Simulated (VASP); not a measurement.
Runs of VASP 6.6.1 on HfC. The structure is that of space group F-43m (No. 216), or close to it. The cells are those of the table. 

```csv
task,cell,k mesh,cutoff (eV),smearing,gap on the mesh (eV),pressure (GPa),relaxed volume (Å³/atom)
single point,"a = 3.567 Å, angles 60.0°, 2 atoms",12 × 12 × 12,520,gaussian 0.02 eV,0.29,-0.4,-
single point,"a = 3.831 Å, angles 60.0°, 2 atoms",6 × 6 × 6,520,gaussian 0.1 eV,0.61,(a),-
relaxation of cell and atoms,"relaxed from a = 3.566 Å, angles 60.0°, 2 atoms",12 × 12 × 12,600,gaussian 0.02 eV,0.29,0.0,16.00
relaxation of cell and atoms,"relaxed from a = 3.831 Å, angles 60.0°, 2 atoms",6 × 6 × 6,600,gaussian 0.1 eV,0.35,-0.3,16.01
single point,"a = 3.566 Å, angles 60.0°, 2 atoms",6 × 6 × 6,520,gaussian 0.1 eV,0.35,-0.4,-
```

Alike in all rows: level PBE; potentials or basis VASP PAW PBE potentials, release 64 (Hf_pv, C); no spin polarisation.

**Question.** Estimate the missing entries.

**Answer.** (a) -22.8.

Caveats: spin-orbit coupling is left out, which moves the levels of the heavy elements; the volume moved by over 15 % at a fixed basis, so the end points are rough (some runs).

A k mesh can miss the band edges, and the runs leave out spin-orbit coupling on Hf.
